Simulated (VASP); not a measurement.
# NiO (Fm-3m) in VASP: settings compared, part 2 of 3

VASP 6.6.1. The steps go on from the part before.

## 3. Electric field gradients, PBEsol+U, collinear spin, ferromagnetic start

This run uses another cell than the first one, of 9.08 Å³/atom.

The input, INCAR:

```
SYSTEM = NiO
PREC = Accurate
ENCUT = 520
EDIFF = 1E-8
ISMEAR = -1
SIGMA = 0.02
LREAL = .False.
LASPH = .True.
NELM = 200
ALGO = Normal
ISIF = 2
LWAVE = .False.
LCHARG = .False.
ISPIN = 2
MAGMOM = 2 0
LORBIT = 11
LMAXMIX = 4
LDAU = .True.
LDAUTYPE = 2
LDAUL = 2 -1
LDAUU = 6.2 0
LDAUJ = 0 0
LDAUPRINT = 1
GGA = PS
LEFG = .True.
NBANDS = 19
GGA_COMPAT = .False.
```

The input, KPOINTS:

```
Automatic mesh
0
Gamma
  9 9 9
  0 0 0
```

The input, POSCAR:

```
NiO
1.0
    0.0000000000      2.0859016414      2.0859016414
    2.0859016414      0.0000000000      2.0859016414
    2.0859016414      2.0859016414      0.0000000000
Ni O
1 1
Direct
    0.0000000000      0.0000000000      0.0000000000
    0.5000000000      0.5000000000      0.5000000000
```

Potentials or basis: VASP PAW PBE potentials, release 64 (Ni, O).

Command:

```
> cat potpaw_PBE.64/Ni/POTCAR potpaw_PBE.64/O/POTCAR > POTCAR
> mpirun -np 1 vasp_std > vasp.out
```

OUTCAR:

```text
SYSTEM = NiO
   PREC = Accurate
   ENCUT = 520
   EDIFF = 1E-8
   ISMEAR = -1
   LREAL = .False.
   LASPH = .True.
   NELM = 200
   ISIF = 2
   ISPIN = 2
   LORBIT = 11
   GGA = PS

 ion  position               nearest neighbor table
   1  0.000  0.000  0.000-   2 2.09   2 2.09   2 2.09   2 2.09   2 2.09   2 2.09
   2  0.500  0.500  0.500-   1 2.09   1 2.09   1 2.09   1 2.09   1 2.09   1 2.09

  LATTYP: Found a face centered cubic cell.
 ALAT       =     4.1718032828

  Lattice vectors:

 A1 = (   0.0000000000,   2.0859016414,   2.0859016414)
 A2 = (   2.0859016414,   0.0000000000,   2.0859016414)
 A3 = (   2.0859016414,   2.0859016414,   0.0000000000)

Analysis of symmetry for initial positions (statically):
=====================================================================
 Subroutine PRICEL returns:
 Original cell was already a primitive cell.

 Routine SETGRP: Setting up the symmetry group for a
 face centered cubic supercell.

 Subroutine GETGRP returns: Found 48 space group operations
 (whereof 48 operations were pure point group operations)
 out of a pool of 48 trial point group operations.

The static configuration has the point symmetry O_h .

Analysis of symmetry for dynamics (positions and initial velocities):
=====================================================================
 Subroutine PRICEL returns:
 Original cell was already a primitive cell.

 Routine SETGRP: Setting up the symmetry group for a
 face centered cubic supercell.

 Subroutine GETGRP returns: Found 48 space group operations
 (whereof 48 operations were pure point group operations)
 out of a pool of 48 trial point group operations.

The dynamic configuration has the point symmetry O_h .

Analysis of structural, dynamic, and magnetic symmetry:
=====================================================================
 Subroutine PRICEL returns:
 Original cell was already a primitive cell.

 Routine SETGRP: Setting up the symmetry group for a
 face centered cubic supercell.

 Subroutine GETGRP returns: Found 48 space group operations
 (whereof 48 operations were pure point group operations)
 out of a pool of 48 trial point group operations.

The overall configuration has the point symmetry O_h .

 Subroutine INISYM returns: Found 48 space group operations
 (whereof 48 operations are pure point group operations),
 and found     1 'primitive' translations

----------------------------------------------------------------------------------------

                                     Primitive cell

  volume of cell :      18.1515
[... 157 lines left out ...]
  o =  0.9819  v =  0.0000  0.0000  0.0000  0.0000  0.0000  1.0000  0.0000  0.0000  0.0000  0.0000      0.0000  0.0000  0.0000  0.0000  0.0000  0.0000  0.0000  0.0000  0.0000  0.0000
  o =  0.9836  v =  0.0000 -0.9566 -0.0000 -0.2915 -0.0000  0.0000  0.0000  0.0000  0.0000  0.0000      0.0000  0.0000  0.0000  0.0000  0.0000  0.0000  0.0000  0.0000  0.0000  0.0000
  o =  0.9836  v =  0.0000 -0.2915  0.0000  0.9566 -0.0000  0.0000  0.0000  0.0000  0.0000  0.0000      0.0000  0.0000  0.0000  0.0000  0.0000  0.0000  0.0000  0.0000  0.0000  0.0000
  o =  0.9836  v =  1.0000  0.0000  0.0000  0.0000  0.0000  0.0000  0.0000  0.0000  0.0000  0.0000      0.0000  0.0000  0.0000  0.0000  0.0000  0.0000  0.0000  0.0000  0.0000  0.0000
  o =  1.0394  v =  0.0000 -0.0000  0.0019  0.0000  1.0000  0.0000  0.0000  0.0000  0.0000  0.0000      0.0000  0.0000  0.0000  0.0000  0.0000  0.0000  0.0000  0.0000  0.0000  0.0000
  o =  1.0394  v =  0.0000 -0.0000  1.0000 -0.0000 -0.0019  0.0000  0.0000  0.0000  0.0000  0.0000      0.0000  0.0000  0.0000  0.0000  0.0000  0.0000  0.0000  0.0000  0.0000  0.0000

 number of electron      16.0000001 magnetization       2.0000001

 Free energy of the ion-electron system (eV)
  ---------------------------------------------------
  ext. energy  EPLUGINS =         0.00000000
  ---------------------------------------------------
  free energy    TOTEN  =       -10.98051320 eV

  energy without entropy =      -10.98051320  energy(sigma->0) =      -10.98051320

 E-fermi :   7.1627     XC(G=0): -12.9303

 val. band max:        6.6658184090   @ k =   0.4444   0.0000   0.0000
 cond. band min:       8.9916446107   @ k =   0.0000   0.0000   0.0000
 fundamental gap:      2.3258262017
 Fermi energy:         7.1626851101

 spin component 1

 k-point     1 :       0.0000    0.0000    0.0000
  band No.  band energies     occupation
      1     -12.1921      1.00000
      2       0.6366      1.00000
      3       0.6366      1.00000
      4       1.7118      1.00000
      5       1.7118      1.00000
      6       1.7118      1.00000
[... 1049 lines left out ...]
     18      39.8423      0.00000
     19      43.7096      0.00000

 [... further k-points ...]

------------------------ aborting loop because EDIFF is reached ----------------------------------------

  FORCE on cell =-STRESS in cart. coord.  units (eV):
  Direction    XX          YY          ZZ          XY          YZ          ZX
  --------------------------------------------------------------------------------------
  -------------------------------------------------------------------------------------
  Total       -0.7800459     -0.7800459     -0.7800459      0.0000000      0.0000000     -0.0000000
  in kB      -68.8524268    -68.8524268    -68.8524268      0.0000000      0.0000000     -0.0000000
  external PRESSURE =     -68.8524268 kB  Pullay stress =       0.0000000 kB

 VOLUME and BASIS-vectors are now :
 -----------------------------------------------------------------------------
  energy-cutoff  :      520.00
  volume of cell :       18.15
      direct lattice vectors                 reciprocal lattice vectors
     0.000000000  2.085901641  2.085901641    -0.239704495  0.239704495  0.239704495
     2.085901641  0.000000000  2.085901641     0.239704495 -0.239704495  0.239704495
     2.085901641  2.085901641  0.000000000     0.239704495  0.239704495 -0.239704495

 POSITION                                       TOTAL-FORCE (eV/Angst)
 -----------------------------------------------------------------------------------
      0.00000      0.00000      0.00000        -0.000000      0.000000      0.000000
      2.08590      2.08590      2.08590         0.000000     -0.000000     -0.000000
 -----------------------------------------------------------------------------------
    total drift:                                0.000000     -0.000000     -0.000000

  FREE ENERGIE OF THE ION-ELECTRON SYSTEM (eV)
  ---------------------------------------------------
  free  energy   TOTEN  =       -10.9805131991 eV

  energy  without entropy=      -10.9805131991  energy(sigma->0) =      -10.98051320

 Electric field gradients (V/A^2)
---------------------------------------------------------------------
 ion       V_xx      V_yy      V_zz      V_xy      V_xz      V_yz
---------------------------------------------------------------------
   1      -0.000    -0.000     0.000    -0.002    -0.002    -0.002
   2       0.000    -0.000    -0.000    -0.001    -0.001    -0.001
---------------------------------------------------------------------

 Electric field gradients after diagonalization (V/A^2)
 (convention: |V_zz| > |V_xx| > |V_yy|)
----------------------------------------------------------------------
 ion       V_xx      V_yy      V_zz     asymmetry (V_yy - V_xx)/ V_zz
----------------------------------------------------------------------
   1       0.002     0.002    -0.004       0.000
   2       0.001     0.001    -0.003       0.000
----------------------------------------------------------------------

           NMR quadrupolar parameters

 Cq : quadrupolar parameter    Cq=e*Q*V_zz/h
 eta: asymmetry parameters     (V_yy - V_xx)/ V_zz
 Q  : nuclear electric quadrupole moment in mb (millibarn)
----------------------------------------------------------------------
 ion       Cq(MHz)       eta       Q (mb)
----------------------------------------------------------------------
   1      -0.000       0.000       1.000
   2      -0.000       0.000       1.000
----------------------------------------------------------------------

 total charge

# of ion       s       p       d       tot
------------------------------------------
    1        0.350   0.434   8.239   9.023
    2        1.541   3.460   0.000   5.002
--------------------------------------------------
tot          1.891   3.895   8.239  14.025

 magnetization (x)

# of ion       s       p       d       tot
------------------------------------------
    1        0.011   0.013   1.788   1.812
    2        0.018   0.163   0.000   0.181
--------------------------------------------------
tot          0.029   0.177   1.788   1.994
```

Wall time 16 s (1 thread of Intel Xeon Platinum 8559C (Emerald Rapids), shared host); peak memory 0.15 GiB.

Results:

```
Free energy                                           : -10.9805 eV
Pressure                                              : -6.9 GPa
Band gap on the k mesh                                : 2.33 eV (least direct gap 3.01 eV)
Net moment                                            : 2.00 μB per cell
Site moments                                          : Ni +1.81; O +0.18 μB
Largest electric field gradient by atom               : under 0.05 V/Å² on every atom
Valence electrons inside the program's atomic spheres : Ni 9.02; O 5.00
```

Eigenvalues of the final occupation matrices:
```csv
site,spin,trace,eigenvalues
site 1 d,1,5.03,0.98 0.98 0.98 1.04 1.04
site 1 d,2,3.24,0.15 0.15 0.98 0.98 0.98
```

Caveat: the cell stands under tension; the PAW data sets were made with another functional, which shifts forces and pressure a little; an odd mesh through Γ misses points on the zone boundary, where band edges can lie; a cell with one magnetic atom can't hold antiferromagnetic order, which such compounds often take. The state reached can hang on the start; a lower one may exist.

## 4. Relaxation of cell and atoms, PBEsol+U, collinear spin, ferromagnetic start

This run uses another cell than the first one, of 9.08 Å³/atom.

The input, INCAR:

```
PREC = Accurate ; ENCUT = 600
EDIFF = 1E-7 ; ISMEAR = -1
SIGMA = 0.02 ; LREAL = False
LASPH = True ; NELM = 200
ALGO = Normal ; ISIF = 3
LWAVE = False ; LCHARG = False
ISPIN = 2 ; MAGMOM = 2 0
LORBIT = 11 ; LMAXMIX = 4
LDAU = True ; LDAUTYPE = 2
LDAUL = 2 -1 ; LDAUU = 6.2 0
LDAUJ = 0 0 ; LDAUPRINT = 1
GGA = PS ; IBRION = 2
NSW = 80 ; EDIFFG = -0.01
GGA_COMPAT = False ; NELMIN = 4
```

The input, KPOINTS:

```
regular mesh
0
Gamma
  9 9 9
```

POSCAR is that of step 3.

Command:

```
> cat potpaw_PBE.64/Ni/POTCAR potpaw_PBE.64/O/POTCAR > POTCAR
> mpirun -np 1 vasp_std > vasp.out
```

It took 27 s on 1 thread of Intel Xeon Platinum 8559C (Emerald Rapids), shared host; peak memory 0.16 GiB.

It converged, with:

```yaml
Free_energy: -10.9977 eV
Relaxed_volume: 8.75 Å³/atom
Relaxed_cell: a = 2.914 Å, b = 2.914 Å, c = 2.914 Å, α = 60.00°, β = 60.00°, γ = 60.00°
Space_group_after_relaxing_to_0.1_Å: Fm-3m (No. 225)
Energy_gained_by_relaxing: 7.6 meV/atom
Ionic_steps: 3
Pressure_after_relaxing: 0.0 GPa
Band_gap_on_the_k_mesh: 2.24 eV (least direct gap 3.00 eV)
Net_moment: 2.00 μB per cell
Site_moments: Ni +1.81; O +0.19 μB
Valence_electrons_inside_the_program's_atomic_spheres: Ni 9.10; O 5.02
```

The path:
```csv
step,energy change (eV),largest force (eV/Å),pressure (GPa),volume (Å³)
1,0.0000,0.0000,-7.12,18.15
2,-0.0097,0.0000,4.65,17.11
3,-0.0151,0.0000,-0.01,17.49
```

Final structure:
```
Ni O
1.0
     0.00000    2.06027    2.06027
     2.06027    0.00000    2.06027
     2.06027    2.06027    0.00000
Ni O
1 1
Direct
  0.00000 0.00000 0.00000
  0.50000 0.50000 0.50000
```

Levels at points of the mesh, in eV from the valence-band top:
Spin up:
| k point | band 5 | band 6 | band 7 | band 8 | band 9 | band 10 | band 11 | band 12 | band 13 |
| --- | --- | --- | --- | --- | --- | --- | --- | --- | --- |
| (0.00, 0.00, 0.00) | -5.02 | -5.02 | -1.60 | -1.60 | -1.60 | 2.94 | 17.98 | 17.98 | 17.98 |
Spin down:
```tsv
k point	band 4	band 5	band 6	band 7	band 8	band 9	band 10	band 11
(0.00, 0.00, 0.00)	-3.94	-1.21	-1.21	-1.21	2.24	2.25	3.30	18.30
```

Eigenvalues of the final occupation matrices:
```
    site  spin  trace               eigenvalues
site 1 d     1   5.05  0.98 0.98 0.98 1.05 1.05
site 1 d     2   3.26  0.15 0.15 0.98 0.98 0.98
```

Caveat: the PAW data sets were made with another functional, which shifts forces and pressure a little; an odd mesh through Γ misses points on the zone boundary, where band edges can lie; a cell with one magnetic atom can't hold antiferromagnetic order, which such compounds often take.

[end of part 2 of 3]

The gap in the log of VASP goes by the Fermi energy; the results here count the filled bands.